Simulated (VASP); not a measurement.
# CoSi2 in VASP: single point with PBEsol

Aim: the single point of CoSi2 with PBEsol.

Program: VASP 6.6.1. These are calculated values, not measurements. Logs are shortened: lines on timing, memory, paths and dates and some standing lists are left out, and cuts for length are marked.

## 1. The cell of the first run

The cell holds a slab with vacuum, 9 atoms: a = 3.757 Å, b = 3.757 Å, c = 24.668 Å, α = 90.00°, β = 90.00°, γ = 120.00°.

## 2. Single point, PBEsol

INCAR

```
SYSTEM = CoSi2
PREC     = Accurate       ! precision mode
ENCUT    = 520            ! plane-wave cutoff, eV
EDIFF    = 1E-6           ! SCF threshold, eV
ISMEAR   = 0              ! smearing method
SIGMA    = 0.1            ! smearing width, eV
LREAL    = .False.        ! projectors in reciprocal space
LASPH    = .True.         ! aspherical terms in the spheres
NELM     = 100            ! most SCF steps
ALGO     = Normal         ! electronic algorithm
ISIF     = 2              ! what is computed and relaxed
LWAVE    = .False.        ! write WAVECAR
LCHARG   = .True.         ! write CHGCAR
LDIPOL   = .True.       
IDIPOL   = 3            
DIPOL    = 0.5 0.5 0.501
GGA      = PS             ! functional
LELF     = .True.         ! ELF
LVHAR    = .True.       
LVACPOTAV= .True.       
NBANDS   = 36             ! bands
```

KPOINTS

```
regular mesh
0
Gamma
  9 9 1
  0 0 0
```

POSCAR

```
CoSi2
1.0
    3.7565103797      0.0000000000      0.0000000000
   -1.8782551899      3.2532334184      0.0000000000
    0.0000000000      0.0000000000     24.6679447032
Si Co
6 3
Direct
    0.0000000000      0.0000000000      0.3445767413
    0.3333333333      0.6666666667      0.4067460448
    0.6666666667      0.3333333333      0.4689153483
    0.0000000000      0.0000000000      0.5342741247
    0.3333333333      0.6666666667      0.5946422323
    0.6666666667      0.3333333333      0.6545915572
    0.6666666667      0.3333333333      0.3756613930
    0.3333333333      0.6666666667      0.5012188105
    0.0000000000      0.0000000000      0.6271780859
```

Potentials or basis: VASP PAW PBE potentials, release 64 (Si, Co).

On the command line:

```console
$ cat potpaw_PBE.64/Si/POTCAR potpaw_PBE.64/Co/POTCAR > POTCAR
$ mpirun -np 1 vasp_std > vasp.out
```

OUTCAR:

```text
SYSTEM = CoSi2
   PREC = Accurate
   ENCUT = 520
   EDIFF = 1E-6
   ISMEAR = 0
   LREAL = .False.
   LASPH = .True.
   NELM = 100
   ISIF = 2
   GGA = PS

 ion  position               nearest neighbor table
   1  0.000  0.000  0.345-   7 2.30   7 2.30   7 2.30   2 2.66   2 2.66   2 2.66
   2  0.333  0.667  0.407-   7 2.30   7 2.30   7 2.30   8 2.33   3 2.66   3 2.66   1 2.66   1 2.66
                             1 2.66   3 2.66
   3  0.667  0.333  0.469-   7 2.30   8 2.31   8 2.31   8 2.31   2 2.66   2 2.66   2 2.66   4 2.70
                             4 2.70   4 2.70
   4  0.000  0.000  0.534-   9 2.29   8 2.32   8 2.32   8 2.32   5 2.63   5 2.63   5 2.63   3 2.70
                             3 2.70   3 2.70
   5  0.333  0.667  0.595-   8 2.30   9 2.31   9 2.31   9 2.31   6 2.63   6 2.63   6 2.63   4 2.63
                             4 2.63   4 2.63
   6  0.667  0.333  0.655-   9 2.27   9 2.27   9 2.27   5 2.63   5 2.63   5 2.63
   7  0.667  0.333  0.376-   1 2.30   1 2.30   1 2.30   2 2.30   2 2.30   2 2.30   3 2.30
   8  0.333  0.667  0.501-   5 2.30   3 2.31   3 2.31   3 2.31   4 2.32   4 2.32   4 2.32   2 2.33

   9  0.000  0.000  0.627-   6 2.27   6 2.27   6 2.27   4 2.29   5 2.31   5 2.31   5 2.31

  LATTYP: Found a hexagonal cell.
 ALAT       =     3.7565103797
 C/A-ratio  =     6.5667181000

  Lattice vectors:

 A1 = (   3.7565103797,   0.0000000000,   0.0000000000)
 A2 = (  -1.8782551899,   3.2532334184,   0.0000000000)
 A3 = (   0.0000000000,   0.0000000000,  24.6679447032)

Analysis of symmetry for initial positions (statically):
=====================================================================
 Subroutine PRICEL returns:
 Original cell was already a primitive cell.

 Routine SETGRP: Setting up the symmetry group for a
 hexagonal supercell.

 Subroutine GETGRP returns: Found  6 space group operations
 (whereof  6 operations were pure point group operations)
 out of a pool of 24 trial point group operations.

The static configuration has the point symmetry C_3v.

Analysis of symmetry for dynamics (positions and initial velocities):
=====================================================================
 Subroutine PRICEL returns:
 Original cell was already a primitive cell.

 Routine SETGRP: Setting up the symmetry group for a
 hexagonal supercell.

 Subroutine GETGRP returns: Found  6 space group operations
 (whereof  6 operations were pure point group operations)
 out of a pool of 24 trial point group operations.

The dynamic configuration has the point symmetry C_3v.

 Subroutine INISYM returns: Found  6 space group operations
 (whereof  6 operations are pure point group operations),
 and found     1 'primitive' translations

----------------------------------------------------------------------------------------

                                     Primitive cell

  volume of cell :     301.4621

  direct lattice vectors                    reciprocal lattice vectors
     3.756510380  0.000000000  0.000000000     0.266204509  0.153693245  0.000000000
    -1.878255190  3.253233418  0.000000000     0.000000000  0.307386489  0.000000000
     0.000000000  0.000000000 24.667944703     0.000000000  0.000000000  0.040538440

  length of vectors
     3.756510380  3.756510380 24.667944703     0.307386490  0.307386489  0.040538440

  position of ions in fractional coordinates (direct lattice)
     0.000000000  0.000000000  0.344576741
     0.333333333  0.666666667  0.406746045
     0.666666667  0.333333333  0.468915348
     0.000000000  0.000000000  0.534274125
     0.333333333  0.666666667  0.594642232
     0.666666667  0.333333333  0.654591557
     0.666666667  0.333333333  0.375661393
     0.333333333  0.666666667  0.501218810
     0.000000000  0.000000000  0.627178086

  ion indices of the primitive-cell ions
   primitive index   ion index
                 1           1
                 2           2
                 3           3
                 4           4
                 5           5
                 6           6
                 7           7
                 8           8
                 9           9

----------------------------------------------------------------------------------------

 KPOINTS: regular mesh

Automatic generation of k-mesh.
 Grid dimensions read from file:
 generate k-points for:    9    9    1

 Generating k-lattice:

  Cartesian coordinates                     Fractional coordinates (reciprocal lattice)
     0.029578279  0.017077027  0.000000000     0.111111111  0.000000000  0.000000000
     0.000000000  0.034154054  0.000000000     0.000000000  0.111111111  0.000000000
     0.000000000  0.000000000  0.040538440     0.000000000  0.000000000  1.000000000

  Length of vectors
     0.034154054  0.034154054  0.040538440

  Shift w.r.t. Gamma in fractional coordinates (k-lattice)
     0.000000000  0.000000000  0.000000000

 Subroutine IBZKPT returns following result:
 ===========================================

 Found     12 irreducible k-points:

 Following reciprocal coordinates:
            Coordinates               Weight
  0.000000  0.000000  0.000000      1.000000
  0.111111  0.000000  0.000000      6.000000
  0.222222  0.000000  0.000000      6.000000
  0.333333  0.000000  0.000000      6.000000
  0.444444  0.000000  0.000000      6.000000
  0.111111  0.111111  0.000000      6.000000
  0.222222  0.111111  0.000000     12.000000
  0.333333  0.111111  0.000000     12.000000
  0.444444  0.111111  0.000000      6.000000
  0.222222  0.222222  0.000000      6.000000
  0.333333  0.222222  0.000000     12.000000
  0.333333  0.333333  0.000000      2.000000
   k-points           NKPTS =     12   k-points in BZ     NKDIM =     12   number of bands    NBANDS=     36
   number of dos      NEDOS =    301   number of ions     NIONS =      9
   total plane-waves  NPLWV = 150528
   dimension x,y,z NGX =    28 NGY =   28 NGZ =  192
   dimension x,y,z NGXF=    56 NGYF=   56 NGZF=  384
   ions per type =               6   3
   NGX,Y,Z   is equivalent  to a cutoff of  12.39, 12.39, 12.94 a.u.
   NGXF,Y,Z  is equivalent  to a cutoff of  24.78, 24.78, 25.88 a.u.
 SYSTEM =  CoSi2
   PREC   = accura    normal or accurate (medium, high low for compatibility)
   ISTART =      0    job   : 0-new  1-cont  2-samecut
   ICHARG =      2    charge: 1-file 2-atom 10-const
   ISPIN  =      1    spin polarized calculation?
   LNONCOLLINEAR =      F non collinear calculations
   LSORBIT =      F    spin-orbit coupling
   LASPH  =      T    aspherical Exc in radial PAW
   ENCUT  =  520.0 eV  38.22 Ry    6.18 a.u.   6.98  6.98 45.87*2*pi/ulx,y,z
   NELM   =    100;   NELMIN=  2; NELMDL= -5     # of ELM steps
   EDIFF  = 0.1E-05   stopping-criterion for ELM
   LREAL  =      F    real-space projection
   EDIFFG = 0.1E-04   stopping-criterion for IOM
   NSW    =      0    number of steps for IOM
   IBRION =     -1    ionic relax: 0-MD 1-quasi-New 2-CG
   NFREE  =      0    steps in history (QN), initial steepest desc. (CG)
   ISIF   =      2    stress and relaxation
   ISYM   =      2    0-nonsym 1-usesym 2-fastsym
   POTIM  = 0.5000    time-step for ionic-motion
   TEBEG  =    0.0;   TEEND  =   0.0 temperature during run
   PSTRESS=    0.0 pullay stress
   NELECT =      51.0000    total number of electrons
   NUPDOWN=      -1.0000    fix difference up-down
   EMIN   =  10.00;   EMAX   =-10.00  energy-range for DOS
[... 5 lines left out ...]
     AMIX     =   0.40;   BMIX     =  1.00
     AMIX_MAG =   1.60;   BMIX_MAG =  1.00
  volume/ion in A,a.u.               =      33.50       226.04
  Fermi-wavevector in a.u.,A,eV,Ry     =   0.905428  1.711011 11.154056  0.819800
  Thomas-Fermi vector in A             =   2.028995
   LORBIT       =      0    0 simple, 1 ext, 2 COOP (PROOUT), +10 PAW based schemes
   GGA     = PS    functional components
   LHFCALC =     F    Hartree Fock is set to
   AEXX    =    0.0000 exact exchange contribution
   IVDW    =     0    specifies the selected vdW correction
   LEPSILON=     F    determine dielectric tensor
   LRPA    =     F    only Hartree local field effects (RPA)
 non-spin polarized calculation
 Gauss-broadening in eV      SIGMA  =   0.10
  energy-cutoff  :      520.00
  volume of cell :      301.46
 maximum number of plane-waves:      8173
 NGX is ok and might be reduce to    28
   NGX = 13   NGY = 13   NGZ = 91

 dipolmoment           0.000000      0.000000     -0.007268 electrons x Angstroem

 number of electron      51.0000003 magnetization

 dipolmoment           0.000000      0.000000      0.006226 electrons x Angstroem

 Free energy of the ion-electron system (eV)
  ---------------------------------------------------
  ext. energy  EPLUGINS =         0.00000000
  ---------------------------------------------------
  free energy    TOTEN  =       -60.22068506 eV

  energy without entropy =      -60.18626494  energy(sigma->0) =      -60.20347500

 E-fermi :   0.5826     XC(G=0):  -5.2543

 val. band max:        0.5724359614   @ k =   0.2222   0.0000   0.0000
 cond. band min:       0.5872983919   @ k =   0.2222   0.1111   0.0000
 fundamental gap:      0.0148624305
 Fermi energy:         0.5825879843

 k-point     1 :       0.0000    0.0000    0.0000
  band No.  band energies     occupation
      1     -12.2083      2.00000
      2     -11.2032      2.00000
      3      -9.6273      2.00000
      4      -7.2529      2.00000
      5      -5.0613      2.00000
      6      -3.3045      2.00000
[... 28 lines left out ...]
     35       4.7527      0.00000
     36       4.9686      0.00000

 k-point     2 :       0.1111    0.0000    0.0000
  band No.  band energies     occupation
      1     -12.0399      2.00000
      2     -11.0379      2.00000
      3      -9.4610      2.00000
      4      -7.1457      2.00000
      5      -5.0500      2.00000
      6      -3.7831      2.00000
[... 28 lines left out ...]
     35       5.1455      0.00000
     36       5.3142      0.00000
[... 349 lines left out ...]
     35       6.0079      0.00000
     36       6.1699      0.00000

 k-point    12 :       0.3333    0.3333    0.0000
  band No.  band energies     occupation
      1      -8.2105      2.00000
      2      -8.0451      2.00000
      3      -7.9792      2.00000
      4      -7.6358      2.00000
      5      -7.0477      2.00000
      6      -6.9183      2.00000
[... 28 lines left out ...]
     35       6.2638      0.00000
     36       6.5208      0.00000

------------------------ aborting loop because EDIFF is reached ----------------------------------------

  FORCE on cell =-STRESS in cart. coord.  units (eV):
  Direction    XX          YY          ZZ          XY          YZ          ZX
  --------------------------------------------------------------------------------------
  -------------------------------------------------------------------------------------
  Total       -3.5132059     -3.5132059     -0.6084855      0.0000000     -0.0000000      0.0000000
  in kB      -18.6715942    -18.6715942     -3.2339108      0.0000000     -0.0000000      0.0000000
  external PRESSURE =     -13.5256997 kB  Pullay stress =       0.0000000 kB

 VOLUME and BASIS-vectors are now :
 -----------------------------------------------------------------------------
  energy-cutoff  :      520.00
  volume of cell :      301.46
      direct lattice vectors                 reciprocal lattice vectors
     3.756510380  0.000000000  0.000000000     0.266204509  0.153693245  0.000000000
    -1.878255190  3.253233418  0.000000000     0.000000000  0.307386489  0.000000000
     0.000000000  0.000000000 24.667944703     0.000000000  0.000000000  0.040538440

 POSITION                                       TOTAL-FORCE (eV/Angst)
 -----------------------------------------------------------------------------------
      0.00000      0.00000      8.50000         0.000000     -0.000000      0.448467
     -0.00000      2.16882     10.03359        -0.000000      0.000000      0.238217
      1.87826      1.08441     11.56718         0.000000     -0.000000     -0.267296
      0.00000      0.00000     13.17944         0.000000      0.000000     -0.008604
     -0.00000      2.16882     14.66860        -0.000000      0.000000     -0.022984
      1.87826      1.08441     16.14743         0.000000      0.000000      0.007454
      1.87826      1.08441      9.26679        -0.000000      0.000000     -0.452380
     -0.00000      2.16882     12.36404         0.000000      0.000000      0.020784
      0.00000      0.00000     15.47119         0.000000      0.000000      0.036342
 -----------------------------------------------------------------------------------
    total drift:                                0.000000      0.000000      0.000620

  FREE ENERGIE OF THE ION-ELECTRON SYSTEM (eV)
  ---------------------------------------------------
  free  energy   TOTEN  =       -60.2206850609 eV

  energy  without entropy=      -60.1862649439  energy(sigma->0) =      -60.20347500

 vacuum level on the upper side and lower side of the slab         5.802         5.710
```

It took 14 min on 1 thread of AMD EPYC 7R13, shared host; peak memory 0.38 GiB.

Results:

```
Free energy   : -60.2207 eV
Largest force : 0.452 eV/Å
```

Forces on the atoms (eV/Å):
```
Si   0.000  0.000  0.448
Si   0.000  0.000  0.238
Si   0.000  0.000 -0.267
Si   0.000  0.000 -0.009
Si   0.000  0.000 -0.023
Si   0.000  0.000  0.007
Co   0.000  0.000 -0.452
Co   0.000  0.000  0.021
Co   0.000  0.000  0.036
```

Levels at points of the mesh, in eV from the Fermi level:
```tsv
k point	band 21	band 22	band 23	band 24	band 25	band 26	band 27	band 28	band 29	band 30
(0.00, 0.00, 0.00)	-0.05	0.47	0.47	1.83	1.83	2.05	2.54	2.96	3.08	3.12
```

Caveat: the PAW data sets were made with another functional, which shifts forces and pressure a little. Spin polarisation is off, so any magnetic state and its effect on volume and gap are missing.
